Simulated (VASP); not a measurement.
# Pd (Cmmm) in VASP: a series of runs

Pd is run at these levels: PBE; tasks: single point, relaxation of cell and atoms.

Everything below comes from runs of VASP 6.6.1. Logs are shortened: lines on timing, memory, paths and dates and some standing lists are left out, and cuts for length are marked.

## 1. The cell of the first run

Symmetry: Cmmm, No. 65, orthorhombic system. The conventional cell has a = 3.540 Å, b = 3.826 Å, c = 2.456 Å, α = 90.00°, β = 90.00°, γ = 90.00°. Pd (site symmetry mmm) has 6 Pd at 2.46 to 2.61 Å within 3.2 Å.

The cell was built from a structure type or drawn by symmetry, and may not be a known phase.

## 2. Single point, PBE

The input, INCAR:

```
ALGO = Normal
EDIFF = 1E-7
ENCUT = 520
GGA = PE
ISIF = 2
ISMEAR = 0
LASPH = T
LCHARG = T
LELF = T
LREAL = F
LVHAR = T
LWAVE = F
NBANDS = 11
NELM = 100
PREC = Accurate
SIGMA = 0.1
```

The input, KPOINTS:

```
k-points
0
Gamma
  6 6 8
```

The input, POSCAR:

```
Pd
1.0
    1.7701950200     -1.9131494500      0.0000000000
    1.7701950200      1.9131494500      0.0000000000
    0.0000000000      0.0000000000      2.4561403900
Pd
1
Direct
    0.0000000000      0.0000000000      0.0000000000
```

Potentials or basis: VASP PAW PBE potentials, release 64 (Pd).

Run with:

```bash
> cat potpaw_PBE.64/Pd/POTCAR > POTCAR
> mpirun -np 1 vasp_std > vasp.out
```

OUTCAR:

```text
EDIFF = 1E-7
   ENCUT = 520
   GGA = PE
   ISIF = 2
   ISMEAR = 0
   LASPH = T
   LREAL = F
   NELM = 100
   PREC = Accurate

 ion  position               nearest neighbor table
   1  0.000  0.000  0.000-

  LATTYP: Found a base centered orthorhombic cell.
 ALAT       =     3.5403900400
 B/A-ratio  =     1.0807563169
 C/A-ratio  =     0.6937485312

  Lattice vectors:

 A1 = (   1.7701950200,  -1.9131494500,   0.0000000000)
 A2 = (   1.7701950200,   1.9131494500,   0.0000000000)
 A3 = (   0.0000000000,   0.0000000000,   2.4561403900)

Analysis of symmetry for initial positions (statically):
=====================================================================
 Subroutine PRICEL returns:
 Original cell was already a primitive cell.

 Routine SETGRP: Setting up the symmetry group for a
 base centered orthorhombic supercell.

 Subroutine GETGRP returns: Found  8 space group operations
 (whereof  8 operations were pure point group operations)
 out of a pool of  8 trial point group operations.

The static configuration has the point symmetry D_2h.

Analysis of symmetry for dynamics (positions and initial velocities):
=====================================================================
 Subroutine PRICEL returns:
 Original cell was already a primitive cell.

 Routine SETGRP: Setting up the symmetry group for a
 base centered orthorhombic supercell.

 Subroutine GETGRP returns: Found  8 space group operations
 (whereof  8 operations were pure point group operations)
 out of a pool of  8 trial point group operations.

The dynamic configuration has the point symmetry D_2h.

 Subroutine INISYM returns: Found  8 space group operations
 (whereof  8 operations are pure point group operations),
 and found     1 'primitive' translations

----------------------------------------------------------------------------------------

                                     Primitive cell

  volume of cell :      16.6362

  direct lattice vectors                    reciprocal lattice vectors
     1.770195020 -1.913149450  0.000000000     0.282454755 -0.261349159  0.000000000
     1.770195020  1.913149450  0.000000000     0.282454755  0.261349159  0.000000000
     0.000000000  0.000000000  2.456140390     0.000000000  0.000000000  0.407142851

  length of vectors
     2.606478703  2.606478703  2.456140390     0.384816932  0.384816932  0.407142851

  position of ions in fractional coordinates (direct lattice)
     0.000000000  0.000000000  0.000000000

  ion indices of the primitive-cell ions
   primitive index   ion index
                 1           1

----------------------------------------------------------------------------------------

 KPOINTS: k-points

Automatic generation of k-mesh.
 Grid dimensions read from file:
 generate k-points for:    6    6    8

 Generating k-lattice:

  Cartesian coordinates                     Fractional coordinates (reciprocal lattice)
     0.047075792 -0.043558193  0.000000000     0.166666667  0.000000000  0.000000000
     0.047075792  0.043558193  0.000000000     0.000000000  0.166666667  0.000000000
     0.000000000  0.000000000  0.050892856     0.000000000  0.000000000  0.125000000

  Length of vectors
     0.064136155  0.064136155  0.050892856

  Shift w.r.t. Gamma in fractional coordinates (k-lattice)
     0.000000000  0.000000000  0.000000000

 Subroutine IBZKPT returns following result:
 ===========================================

 Found     65 irreducible k-points:

 Following reciprocal coordinates:
            Coordinates               Weight
  0.000000  0.000000  0.000000      1.000000
  0.166667  0.000000  0.000000      4.000000
  0.333333 -0.000000  0.000000      4.000000
  0.500000  0.000000  0.000000      2.000000
  0.166667  0.166667  0.000000      2.000000
  0.333333  0.166667  0.000000      4.000000
[... 16 lines left out ...]
  0.333333  0.333333  0.125000      4.000000
  0.500000  0.333333  0.125000      8.000000
 [... further k-points ...]
   k-points           NKPTS =     65   k-points in BZ     NKDIM =     65   number of bands    NBANDS=     11
   number of dos      NEDOS =    301   number of ions     NIONS =      1
   total plane-waves  NPLWV =   7200
   dimension x,y,z NGX =    20 NGY =   20 NGZ =   18
   dimension x,y,z NGXF=    40 NGYF=   40 NGZF=   36
   ions per type =               1
   NGX,Y,Z   is equivalent  to a cutoff of  12.76, 12.76, 12.18 a.u.
   NGXF,Y,Z  is equivalent  to a cutoff of  25.51, 25.51, 24.37 a.u.
 SYSTEM =  unknown system
   PREC   = accura    normal or accurate (medium, high low for compatibility)
   ISTART =      0    job   : 0-new  1-cont  2-samecut
   ICHARG =      2    charge: 1-file 2-atom 10-const
   ISPIN  =      1    spin polarized calculation?
   LNONCOLLINEAR =      F non collinear calculations
   LSORBIT =      F    spin-orbit coupling
   LASPH  =      T    aspherical Exc in radial PAW
   ENCUT  =  520.0 eV  38.22 Ry    6.18 a.u.   4.85  4.85  4.57*2*pi/ulx,y,z
   NELM   =    100;   NELMIN=  2; NELMDL= -5     # of ELM steps
   EDIFF  = 0.1E-06   stopping-criterion for ELM
   LREAL  =      F    real-space projection
   EDIFFG = 0.1E-05   stopping-criterion for IOM
   NSW    =      0    number of steps for IOM
   IBRION =     -1    ionic relax: 0-MD 1-quasi-New 2-CG
   NFREE  =      0    steps in history (QN), initial steepest desc. (CG)
   ISIF   =      2    stress and relaxation
   ISYM   =      2    0-nonsym 1-usesym 2-fastsym
   POTIM  = 0.5000    time-step for ionic-motion
   TEBEG  =    0.0;   TEEND  =   0.0 temperature during run
   PSTRESS=    0.0 pullay stress
   NELECT =      10.0000    total number of electrons
   NUPDOWN=      -1.0000    fix difference up-down
   EMIN   =  10.00;   EMAX   =-10.00  energy-range for DOS
   EFERMI =   0.00;   METHOD = LEGACY
   ISMEAR =     0;   SIGMA  =   0.10  broadening in eV -4-tet -1-fermi 0-gaus
   EFERMI_NEDOS =   21; number of points for ismear=-14 and -15
   IALGO  =     38    algorithm
   IMIX   =      4    mixing-type and parameters
     AMIX     =   0.40;   BMIX     =  1.00
     AMIX_MAG =   1.60;   BMIX_MAG =  1.00
  volume/ion in A,a.u.               =      16.64       112.27
  Fermi-wavevector in a.u.,A,eV,Ry     =   1.381626  2.610894 25.972023  1.908890
  Thomas-Fermi vector in A             =   2.506393
   LORBIT       =      0    0 simple, 1 ext, 2 COOP (PROOUT), +10 PAW based schemes
   GGA     = PE    functional components
   LHFCALC =     F    Hartree Fock is set to
   AEXX    =    0.0000 exact exchange contribution
   IVDW    =     0    specifies the selected vdW correction
   LEPSILON=     F    determine dielectric tensor
   LRPA    =     F    only Hartree local field effects (RPA)
 non-spin polarized calculation
 Gauss-broadening in eV      SIGMA  =   0.10
  energy-cutoff  :      520.00
  volume of cell :       16.64
 maximum number of plane-waves:       462
   NGX =  9   NGY =  9   NGZ =  9

 number of electron      10.0000004 magnetization

 Free energy of the ion-electron system (eV)
  ---------------------------------------------------
  ext. energy  EPLUGINS =         0.00000000
  ---------------------------------------------------
  free energy    TOTEN  =        -4.60641648 eV

  energy without entropy =       -4.59819490  energy(sigma->0) =       -4.60230569

 E-fermi :   8.1528     XC(G=0): -12.3027

 val. band max:        8.1139477823   @ k =   0.5000   0.1667   0.0000
 cond. band min:       8.1540226175   @ k =   0.0000   0.0000   0.2500
 fundamental gap:      0.0400748352
 Fermi energy:         8.1528095085

 k-point     1 :       0.0000    0.0000    0.0000
  band No.  band energies     occupation
      1       1.7639      2.00000
      2       3.0207      2.00000
      3       3.5386      2.00000
      4       8.0290      1.92014
      5       8.3033      0.03334
      6       8.3635      0.00289
      7      24.0391      0.00000
      8      24.6255      0.00000
      9      26.8796      0.00000
     10      31.2398      0.00000
     11      31.3339      0.00000

 k-point     2 :       0.1667    0.0000    0.0000
  band No.  band energies     occupation
      1       2.3472      2.00000
      2       3.2346      2.00000
      3       4.0779      2.00000
      4       7.6116      2.00000
      5       7.9504      1.99579
      6       8.3646      0.00274
      7      20.6362      0.00000
      8      25.4215      0.00000
      9      27.9994      0.00000
     10      29.9448      0.00000
     11      32.4079      0.00000

 k-point     3 :       0.3333   -0.0000    0.0000
  band No.  band energies     occupation
      1       3.1315      2.00000
      2       3.6685      2.00000
      3       6.1654      2.00000
      4       6.9088      2.00000
      5       7.2596      2.00000
      6       8.4240      0.00013
      7      15.8032      0.00000
      8      27.1142      0.00000
      9      28.5500      0.00000
     10      30.6977      0.00000
     11      31.3457      0.00000

 k-point     4 :       0.5000    0.0000    0.0000
  band No.  band energies     occupation
      1       3.3597      2.00000
      2       3.9531      2.00000
      3       6.6017      2.00000
      4       6.9426      2.00000
      5       8.2438      0.19806
      6       8.4546      0.00002
      7      12.9926      0.00000
      8      26.4223      0.00000
      9      29.6073      0.00000
     10      31.2050      0.00000
     11      32.8575      0.00000

 k-point     5 :       0.1667    0.1667    0.0000
  band No.  band energies     occupation
      1       2.8190      2.00000
      2       3.8072      2.00000
      3       4.3429      2.00000
      4       7.4039      2.00000
      5       7.9281      1.99852
      6       8.0338      1.90765
      7      20.9406      0.00000
      8      21.0962      0.00000
      9      29.2765      0.00000
     10      30.8081      0.00000
     11      34.0288      0.00000
[... 211 lines left out ...]
 k-point    21 :      -0.3333    0.1667    0.1250
  band No.  band energies     occupation
      1       3.9001      2.00000
      2       4.5992      2.00000
      3       5.3562      2.00000
      4       6.5307      2.00000
      5       7.6368      2.00000
      6       8.1632      0.88288
      7      17.3285      0.00000
      8      24.9417      0.00000
      9      27.0169      0.00000
     10      28.9602      0.00000
     11      33.1456      0.00000

 k-point    22 :      -0.1667    0.1667    0.1250
  band No.  band energies     occupation
      1       3.3391      2.00000
      2       3.9308      2.00000
      3       4.5570      2.00000
      4       7.0829      2.00000
      5       7.5896      2.00000
      6       7.6826      2.00000
      7      22.3629      0.00000
      8      22.7317      0.00000
      9      25.4200      0.00000
     10      32.0324      0.00000
     11      33.9568      0.00000

 k-point    23 :       0.3333    0.3333    0.1250
  band No.  band energies     occupation
      1       4.1855      2.00000
      2       4.3647      2.00000
      3       6.3078      2.00000
      4       6.6862      2.00000
      5       7.2713      2.00000
      6      10.2925      0.00000
      7      16.8206      0.00000
      8      19.4915      0.00000
      9      27.6653      0.00000
     10      29.0190      0.00000
     11      33.0203      0.00000

 k-point    24 :       0.5000    0.3333    0.1250
  band No.  band energies     occupation
      1       3.8725      2.00000
      2       4.4082      2.00000
      3       6.2837      2.00000
      4       6.6787      2.00000
      5       7.8412      1.99999
      6      12.7968      0.00000
      7      14.0953      0.00000
      8      21.3710      0.00000
      9      23.7438      0.00000
     10      29.7630      0.00000
     11      32.4833      0.00000

 [... further k-points ...]

------------------------ aborting loop because EDIFF is reached ----------------------------------------

  FORCE on cell =-STRESS in cart. coord.  units (eV):
  Direction    XX          YY          ZZ          XY          YZ          ZX
  --------------------------------------------------------------------------------------
  -------------------------------------------------------------------------------------
  Total        0.3685179      0.7134977      2.6090743      0.0000000      0.0000000      0.0000000
  in kB       35.4908173     68.7147460    251.2718519      0.0000000      0.0000000      0.0000000
  external PRESSURE =     118.4924717 kB  Pullay stress =       0.0000000 kB

 VOLUME and BASIS-vectors are now :
 -----------------------------------------------------------------------------
  energy-cutoff  :      520.00
  volume of cell :       16.64
      direct lattice vectors                 reciprocal lattice vectors
     1.770195020 -1.913149450  0.000000000     0.282454755 -0.261349159  0.000000000
     1.770195020  1.913149450  0.000000000     0.282454755  0.261349159  0.000000000
     0.000000000  0.000000000  2.456140390     0.000000000  0.000000000  0.407142851

 POSITION                                       TOTAL-FORCE (eV/Angst)
 -----------------------------------------------------------------------------------
      0.00000      0.00000      0.00000         0.000000      0.000000      0.000000
 -----------------------------------------------------------------------------------
    total drift:                                0.000000      0.000000     -0.000000

  FREE ENERGIE OF THE ION-ELECTRON SYSTEM (eV)
  ---------------------------------------------------
  free  energy   TOTEN  =        -4.6064164793 eV

  energy  without entropy=       -4.5981949050  energy(sigma->0) =       -4.60230569
```

It took 7 s on 1 thread of Intel Xeon 8259CL, shared host; peak memory 0.13 GiB.

What came out:

| Item | Value |
| --- | --- |
| Free energy | -4.6064 eV |
| Pressure | 11.8 GPa |
| Band gap on the k mesh | zero (bands 5 and 6 overlap by 2.27 eV) |

Stress tensor (GPa, compression positive):
```
 3.55  0.00  0.00
 0.00  6.87  0.00
 0.00  0.00 25.13
```

Levels at points of the mesh, in eV from the Fermi level:
| k point | band 2 | band 3 | band 4 | band 5 | band 6 | band 7 | band 8 | band 9 |
| --- | --- | --- | --- | --- | --- | --- | --- | --- |
| (0.00, 0.00, 0.00) | -5.13 | -4.61 | -0.12 | 0.15 | 0.21 | 15.89 | 16.47 | 18.73 |
| (0.50, 0.00, 0.00) | -4.20 | -1.55 | -1.21 | 0.09 | 0.30 | 4.84 | 18.27 | 21.45 |
| (0.50, 0.50, 0.00) | -4.28 | -1.05 | -0.87 | 1.08 | 4.37 | 6.10 | 10.92 | 13.22 |
| (0.00, 0.00, 0.50) | -3.78 | -2.13 | -2.01 | 0.13 | 0.61 | 6.21 | 18.06 | 21.55 |
| (0.50, 0.00, 0.50) | -3.35 | -1.79 | -1.13 | 1.47 | 5.83 | 6.08 | 12.83 | 12.96 |
| (0.50, 0.50, 0.50) | -4.24 | -3.74 | 1.25 | 1.66 | 10.58 | 10.84 | 12.18 | 12.75 |

Caveat: the k points lie up to 0.40 Å⁻¹ apart, too coarse for converged energies and pressures of a metal.

## 3. Relaxation of cell and atoms, PBE

The input, INCAR:

```
PREC = Accurate
ENCUT = 600
EDIFF = 1E-6
ISMEAR = 0
SIGMA = 0.1
LREAL = F
LASPH = T
NELM = 80
ALGO = Fast
ISIF = 3
LWAVE = F
LCHARG = F
GGA = PE
IBRION = 2
NSW = 90
EDIFFG = -0.04
```

The input, KPOINTS:

```
regular mesh
0
Gamma
  6 6 8
```

POSCAR is that of step 2.

Potentials or basis: VASP PAW PBE potentials, release 64 (Pd).

Run with:

```bash
> cat potpaw_PBE.64/Pd/POTCAR > POTCAR
> mpirun -np 1 vasp_std > vasp.out
```

Run time: 1.7 min. Hardware: 1 thread of Intel Xeon 8259CL, shared host; peak memory 0.16 GiB.

It converged, with:

| Item | Value |
| --- | --- |
| Free energy | -4.9572 eV |
| Relaxed volume | 16.58 Å³/atom |
| Relaxed cell | a = 2.696 Å, b = 2.696 Å, c = 2.630 Å, α = 90.00°, β = 90.00°, γ = 119.88° |
| Space group after relaxing (to 0.1 Å) | P6/mmm (No. 191) |
| Pressure after relaxing | 0.0 GPa |
| Band gap on the k mesh | zero (bands 5 and 6 overlap by 2.03 eV) |

Stress tensor (GPa, compression positive):
```
-0.14  0.00  0.00
 0.00  0.24  0.00
 0.00  0.00 -0.04
```

Final structure:
```yaml
crystal:
  lattice:
    - [1.35060, -2.33381, 0.00000]
    - [1.35060, 2.33381, 0.00000]
    - [0.00000, 0.00000, 2.62961]
  atoms:
    - { symbol: Pd, position: [0.00000, 0.00000, 0.00000] }
```

Levels at points of the mesh, in eV from the Fermi level:
```tsv
k point	band 3	band 4	band 5	band 6	band 7	band 8
(0.00, 0.00, 0.00)	-2.52	-2.49	0.05	0.06	15.76	17.53
(0.50, 0.00, 0.00)	-1.64	-0.30	0.40	1.23	6.55	14.80
(0.50, 0.50, 0.00)	-1.64	-0.31	0.41	1.25	6.58	14.73
(0.00, 0.00, 0.50)	-2.19	-1.27	-1.26	0.07	4.67	20.46
(0.50, 0.00, 0.50)	-1.90	0.51	0.94	6.29	6.71	13.50
(0.50, 0.50, 0.50)	-1.91	0.52	0.95	6.31	6.74	13.54
```

Caveat: the k points lie up to 0.45 Å⁻¹ apart in the final cell, too coarse for converged energies and pressures of a metal.
